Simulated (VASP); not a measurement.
C:

```xyz
4
Lattice="2.4650 0.0000 0.0000 -1.2325 2.1347 0.0000 0.0000 0.0000 6.7405" Properties=species:S:1:pos:R:3 pbc="T T T"
C     0.0000    0.0000    0.0169
C     0.0000    0.0000    3.3871
C     0.0000    1.4231    0.0169
C     1.2325    0.7116    3.3871
```

- Program: VASP 6.6.1
- Task: relaxation of cell and atoms
- Functional: LDA
- Potentials or basis: VASP PAW LDA potentials, release 64 (C)
- Cutoff: 600 eV
- k mesh: 21 × 21 × 6
- Occupations: gaussian, width 0.1 eV
- Spin: no spin polarisation

At the start: pressure -6.6 GPa; volume 8.87 Å³/atom.

Task: How do energy, volume and symmetry change on relaxing?

Result: Over 9 steps the energy falls by 4.6 meV/atom and the volume is 8.50 Å³/atom (-4.1 %); space group P6_3/mmc (No. 194, to 0.05 Å).

The path:
```tsv
step	energy change (eV)	largest force (eV/Å)	pressure (GPa)	volume (Å³)
1	0.0000	0.0000	-6.55	35.47
2	0.0764	0.0000	16.33	33.63
3	-0.0162	0.0000	-0.37	34.92
4	-0.0162	0.0000	-0.24	34.91
5	-0.0165	0.0000	-0.23	34.85
6	-0.0173	0.0000	-0.19	34.67
7	-0.0183	0.0000	-0.09	34.30
8	-0.0180	0.0000	0.16	33.57
9	-0.0186	0.0000	0.03	34.00
```

Final structure:
```
C
1.0
     2.44596    0.00000    0.00000
    -1.22298    2.11826    0.00000
     0.00000    0.00000    6.56312
C
4
Direct
  0.00000 0.00000 0.00250
  0.00000 0.00000 0.50250
  0.33333 0.66667 0.00250
  0.66667 0.33333 0.50250
```
